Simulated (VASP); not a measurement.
**GaAs: single point with PBE**

Crystal: GaAs.

```
CELL_PARAMETERS angstrom
2.85974 0.00000 0.00000
-1.42987 2.47661 0.00000
0.00000 0.00000 5.41732
ATOMIC_POSITIONS crystal
Ga 0.00000 0.00000 0.50000
As 0.00000 0.00000 0.00000
```

```
Program             : VASP 6.6.1
Task                : single point
Functional          : PBE
Potentials or basis : VASP PAW PBE potentials, release 64 (Ga_d, As)
Cutoff              : 500 eV
k mesh              : 24 × 24 × 12
Occupations         : fermi-dirac, width 0.1 eV
Spin                : no spin polarisation
```

* Pressure: 0.1 GPa
* Band gap on the k mesh: zero (band 9 reaches 12.10 eV, above the bottom of band 10 at 3.97 eV)

Stress tensor (GPa, compression positive):
```
0.05 0.00 0.00
0.00 0.05 0.00
0.00 0.00 0.29
```

Levels at points of the mesh, in eV from the Fermi level:
| k point | band 6 | band 7 | band 8 | band 9 | band 10 | band 11 | band 12 | band 13 |
| --- | --- | --- | --- | --- | --- | --- | --- | --- |
| (0.00, 0.00, 0.00) | -13.92 | -8.11 | -5.76 | 6.43 | 6.43 | 6.56 | 10.23 | 13.41 |
| (0.50, 0.00, 0.00) | -9.54 | -5.93 | -2.27 | -1.90 | -1.58 | 2.92 | 3.77 | 7.86 |
| (0.00, 0.00, 0.50) | -13.79 | -9.81 | -1.14 | 0.18 | 6.55 | 6.55 | 12.54 | 12.54 |
| (0.50, 0.00, 0.50) | -9.47 | -5.59 | -4.45 | -2.69 | 3.06 | 3.09 | 4.84 | 7.65 |

Wall time 3.8 min on 1 thread of Intel Xeon 8259CL, with other jobs on the host, peak memory 0.37 GiB.
